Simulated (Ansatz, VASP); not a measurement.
**AlN in VASP and in Ansatz**

```
CELL_PARAMETERS angstrom
0.00000 2.18399 2.18399
2.18399 0.00000 2.18399
2.18399 2.18399 0.00000
ATOMIC_POSITIONS crystal
Al 0.00000 0.00000 0.00000
N 0.25000 0.25000 0.25000
```

Alike in both runs: task single point; functional PBEsol-based global hybrid with a share of 0.25 of exact exchange; k mesh 5 × 5 × 5; occupations fermi-dirac, width 0.05 eV; no spin polarisation.

|  | VASP | Ansatz |
| --- | --- | --- |
| version | VASP 6.6.1 | Ansatz 0.2.0 |
| potentials or method | VASP PAW PBE potentials, release 64 (Al, N) | Ansatz PAW |
| plane-wave cutoff (eV) | 520 | 420 |
| valence electrons in the cell | 8 | 8 |

Ansatz gave:

| Property | Result |
| --- | --- |
| gap on the k mesh at the Fermi level (eV) | 5.82 |
| least direct gap on the mesh (eV) | 6.25 |
| pressure (GPa) | -2.9 |

Which values does VASP return?

gap on the k mesh at the Fermi level (eV): 5.85; least direct gap on the mesh (eV): 6.28; pressure (GPa): -2.9.

VASP's potentials were made for PBE, not for PBEsol-based global hybrid.

The k mesh is coarse, so the values compare programs but aren't converged. Noted on Ansatz's run: odd divisions of the mesh miss points on the zone boundary, where band edges often lie, so the gap on the mesh can be too wide.
